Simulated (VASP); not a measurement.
# CaO in VASP: a series of runs, part 2 of 2

VASP 6.6.1. Earlier steps stand in the parts before.

## 4. Single point, PBE (epitaxial xy strain +1.5%)

INCAR

```
ALGO     = Normal         # electronic algorithm
EDIFF    = 1E-7           # SCF threshold, eV
ENCUT    = 520            # plane-wave cutoff, eV
GGA      = PE             # functional
ISIF     = 2              # what is computed and relaxed
ISMEAR   = -1             # smearing method
LASPH    = T              # aspherical terms in the spheres
LCHARG   = F              # write CHGCAR
LREAL    = F              # projectors in reciprocal space
LWAVE    = F              # write WAVECAR
NBANDS   = 15             # bands
NELM     = 100            # most SCF steps
PREC     = Accurate       # precision mode
SIGMA    = 0.02           # smearing width, eV
```

KPOINTS

```
k-points
0
Gamma
  10 10 10
```

POSCAR

```
CaO
1.0
    0.0000000000      2.4335133706      2.3796511456
    2.4335133706      0.0000000000      2.3796511456
    2.4335133706      2.4335133706      0.0000000000
Ca O
1 1
Direct
    0.0000000000      0.0000000000      0.0000000000
    0.5000000000      0.5000000000      0.5000000000
```

Potentials or basis: VASP PAW PBE potentials, release 64 (Ca_sv, O).

Command:

```console
$ cat potpaw_PBE.64/Ca_sv/POTCAR potpaw_PBE.64/O/POTCAR > POTCAR
$ mpirun -np 1 vasp_std > vasp.out
```

OUTCAR:

```text
EDIFF = 1E-7
   ENCUT = 520
   GGA = PE
   ISIF = 2
   ISMEAR = -1
   LASPH = T
   LREAL = F
   NELM = 100
   PREC = Accurate

 ion  position               nearest neighbor table
   1  0.000  0.000  0.000-   2 2.38   2 2.38   2 2.43   2 2.43   2 2.43   2 2.43
   2  0.500  0.500  0.500-   1 2.38   1 2.38   1 2.43   1 2.43   1 2.43   1 2.43

  LATTYP: Found a body centered tetragonal cell.
 ALAT       =     3.4415076129
 C/A-ratio  =     1.3829120335

  Lattice vectors:

 A1 = (   0.0000000000,  -2.4335133706,  -2.3796511456)
 A2 = (   0.0000000000,   2.4335133706,  -2.3796511456)
 A3 = (   2.4335133706,   0.0000000000,   2.3796511456)

Analysis of symmetry for initial positions (statically):
=====================================================================
 Subroutine PRICEL returns:
 Original cell was already a primitive cell.

 Routine SETGRP: Setting up the symmetry group for a
 body centered tetragonal supercell.

 Subroutine GETGRP returns: Found 16 space group operations
 (whereof 16 operations were pure point group operations)
 out of a pool of 16 trial point group operations.

The static configuration has the point symmetry D_4h.

Analysis of symmetry for dynamics (positions and initial velocities):
=====================================================================
 Subroutine PRICEL returns:
 Original cell was already a primitive cell.

 Routine SETGRP: Setting up the symmetry group for a
 body centered tetragonal supercell.

 Subroutine GETGRP returns: Found 16 space group operations
 (whereof 16 operations were pure point group operations)
 out of a pool of 16 trial point group operations.

The dynamic configuration has the point symmetry D_4h.

 Subroutine INISYM returns: Found 16 space group operations
 (whereof 16 operations are pure point group operations),
 and found     1 'primitive' translations

----------------------------------------------------------------------------------------

                                     Primitive cell
[... 120 lines left out ...]
   LEPSILON=     F    determine dielectric tensor
   LRPA    =     F    only Hartree local field effects (RPA)
 non-spin polarized calculation
  energy-cutoff  :      520.00
  volume of cell :       28.18
 maximum number of plane-waves:       775
 NGX is ok and might be reduce to    28
   NGX = 13   NGY = 13   NGZ = 13

 number of electron      16.0000001 magnetization

 Free energy of the ion-electron system (eV)
  ---------------------------------------------------
  ext. energy  EPLUGINS =         0.00000000
  ---------------------------------------------------
  free energy    TOTEN  =       -12.80079654 eV

  energy without entropy =      -12.80079654  energy(sigma->0) =      -12.80079654

 E-fermi :   2.7029     XC(G=0): -10.4007

 val. band max:        2.2995281591   @ k =   0.0000   0.0000   0.0000
 cond. band min:       5.8567897224   @ k =   0.5000   0.5000   0.0000
 fundamental gap:      3.5572615633
 Fermi energy:         2.7029152001

 k-point     1 :       0.0000    0.0000    0.0000
  band No.  band energies     occupation
      1     -35.4322      2.00000
      2     -16.2127      2.00000
      3     -16.2127      2.00000
      4     -16.1964      2.00000
      5     -13.2402      2.00000
      6       2.2462      2.00000
      7       2.2462      2.00000
      8       2.2995      2.00000
      9       6.8383      0.00000
     10       8.4065      0.00000
     11       8.4065      0.00000
     12       8.5527      0.00000
     13       9.8298      0.00000
     14      10.0518      0.00000
[... 401 lines left out ...]
      2     -16.8297      2.00000
      3     -16.4049      2.00000
      4     -16.3880      2.00000
      5     -12.7069      2.00000
      6       0.6206      2.00000
      7       1.6789      2.00000
      8       1.7738      2.00000
      9       6.5293      0.00000
     10       9.7241      0.00000
     11      10.9240      0.00000
     12      11.0828      0.00000
     13      11.2034      0.00000
     14      13.1404      0.00000
     15      17.7805      0.00000

 [... further k-points ...]

------------------------ aborting loop because EDIFF is reached ----------------------------------------

  FORCE on cell =-STRESS in cart. coord.  units (eV):
  Direction    XX          YY          ZZ          XY          YZ          ZX
  --------------------------------------------------------------------------------------
  -------------------------------------------------------------------------------------
  Total       -0.0867258     -0.0867258      0.5304217      0.0000000      0.0000000      0.0000000
  in kB       -4.9300153     -4.9300153     30.1523436      0.0000000      0.0000000      0.0000000
  external PRESSURE =       6.7641043 kB  Pullay stress =       0.0000000 kB

 VOLUME and BASIS-vectors are now :
 -----------------------------------------------------------------------------
  energy-cutoff  :      520.00
  volume of cell :       28.18
      direct lattice vectors                 reciprocal lattice vectors
     0.000000000  2.433513371  2.379651146    -0.205464250  0.205464250  0.210114832
     2.433513371  0.000000000  2.379651146     0.205464250 -0.205464250  0.210114832
     2.433513371  2.433513371  0.000000000     0.205464250  0.205464250 -0.210114832

 POSITION                                       TOTAL-FORCE (eV/Angst)
 -----------------------------------------------------------------------------------
      0.00000      0.00000      0.00000        -0.000000     -0.000000      0.000000
      2.43351      2.43351      2.37965         0.000000      0.000000      0.000000
 -----------------------------------------------------------------------------------
    total drift:                                0.000000      0.000000      0.000000

  FREE ENERGIE OF THE ION-ELECTRON SYSTEM (eV)
  ---------------------------------------------------
  free  energy   TOTEN  =       -12.8007965407 eV

  energy  without entropy=      -12.8007965407  energy(sigma->0) =      -12.80079654
```

Run time: 30 s. Hardware: 1 thread of Intel Xeon 6975P-C (Granite Rapids), shared host; peak memory 0.18 GiB.

Results:

```
Free energy            : -12.8008 eV
Pressure               : 0.7 GPa
Band gap on the k mesh : 3.56 eV (least direct gap 4.00 eV)
```

Levels at points of the mesh, in eV from the valence-band top:
```csv
k point,band 6,band 7,band 8,band 9,band 10,band 11
"(0.00, 0.00, 0.00)",-0.05,-0.05,0.00,4.54,6.11,6.11
"(0.50, 0.00, 0.00)",-2.64,-1.21,-1.21,6.94,8.23,8.25
"(0.50, 0.50, 0.00)",-1.26,-0.45,-0.45,3.56,7.92,8.77
"(0.50, 0.00, 0.50)",-1.38,-0.42,-0.37,3.63,7.87,8.79
```

Caveat: the cell differs from its parent crystal (epitaxial xy strain +1.5%).

## 5. Overview

| level | cell | k mesh | smearing | grid for exact exchange (PRECFOCK) | share of exact exchange | screening parameter | gap on the mesh (eV) | pressure (GPa) |
| --- | --- | --- | --- | --- | --- | --- | --- | --- |
| HSE06 | a = 3.404, b = 3.404, c = 3.442 Å, angles 59.6, 59.6, 60.7°, 2 atoms | 6 × 6 × 6 | gaussian 0.01 eV | Normal | 0.25 | 0.2079 1/Å | 5.22 | -1.4 |
| HSE06 | a = 3.393 Å, angles 58.9°, 2 atoms | 6 × 6 × 6 | gaussian 0.01 eV | Normal | 0.25 | 0.2079 1/Å | 5.25 | 3.9 |
| PBE | a = 3.404, b = 3.404, c = 3.442 Å, angles 59.6, 59.6, 60.7°, 2 atoms | 10 × 10 × 10 | fermi-dirac 0.02 eV | - | - | - | 3.56 | 0.7 |

Alike in all rows: task single point; potentials or basis VASP PAW PBE potentials, release 64 (Ca_sv, O); no spin polarisation; cutoff (eV) 520.

Caveats: the PAW data sets were made with another functional, which shifts forces and pressure a little (at least some runs); the cell stands under pressure (at least some runs).

Total energies depend on the potentials used, so only differences within one code and one set of settings carry meaning.
